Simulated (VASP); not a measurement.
Crystal: CsRu3.

```
Cs Ru
1.0
     6.26756    0.00000    0.00000
    -3.13378    5.42787    0.00000
     0.00000    0.00000    5.03068
Cs Ru
2 6
Cartesian
  0.0000 3.6186 1.2577
  3.1338 1.8093 3.7730
  3.1338 3.6150 1.2577
  -1.5638 4.5214 3.7730
  1.5700 0.9065 1.2577
  0.0000 1.8129 3.7730
  4.6975 0.9065 1.2577
  1.5638 4.5214 3.7730
```

- Program: VASP 6.6.1
- Task: relaxation of cell and atoms
- Functional: PBE
- Potentials or basis: VASP PAW PBE potentials, release 64 (Cs_sv, Ru_pv)
- Cutoff: 600 eV
- k mesh: 3 × 3 × 4
- Occupations: gaussian, width 0.1 eV
- Spin: no spin polarisation

At the start: pressure -13.9 GPa; volume 21.39 Å³/atom.

Q: Where does the relaxation end?

A: Over 20 steps the energy falls by 889.8 meV/atom and the volume is 28.85 Å³/atom (+34.9 %); space group P6_3/mmc (No. 194, to 0.05 Å).

Step by step:
```tsv
step	energy change (eV)	largest force (eV/Å)	pressure (GPa)	volume (Å³)
1	0.0000	0.7599	-13.92	171.14
2	-1.9070	0.6976	14.27	128.90
3	-2.2003	0.8217	2.52	137.83
4	-2.8311	0.7696	5.02	137.11
5	-3.1896	0.4567	17.19	134.11
6	-3.2904	0.6668	12.21	135.24
7	-3.6691	0.8037	8.51	139.75
8	-4.3099	1.1873	1.85	153.46
9	-5.1700	1.4036	-2.41	181.43
10	-7.0723	0.0572	-1.26	237.88
11	-7.0635	0.1293	-1.41	235.84
12	-7.0507	0.5710	1.61	236.84
13	-7.0958	0.1867	-0.07	236.36
14	-7.1063	0.1128	-0.19	236.00
15	-7.1126	0.0271	-0.32	235.56
16	-7.1131	0.0051	-0.39	235.43
17	-7.1134	0.1350	0.46	232.57
18	-7.1149	0.0771	0.05	233.90
19	-7.1172	0.0476	0.04	232.81
20	-7.1188	0.0017	0.07	230.84
```

Final structure:
```
Cs Ru
1.0
     9.03054    0.00000    0.00000
    -4.51527    7.82067    0.00000
     0.00000    0.00000    3.26853
Cs Ru
2 6
Direct
  0.33333 0.66667 0.25000
  0.66667 0.33333 0.75000
  0.88368 0.76736 0.25000
  0.11632 0.88368 0.75000
  0.23264 0.11632 0.25000
  0.11632 0.23264 0.75000
  0.88368 0.11632 0.25000
  0.76736 0.88368 0.75000
```

Caveat: the k points lie up to 0.48 Å⁻¹ apart in the final cell; the volume moved by over 15 % at a fixed basis, so the end points are rough.
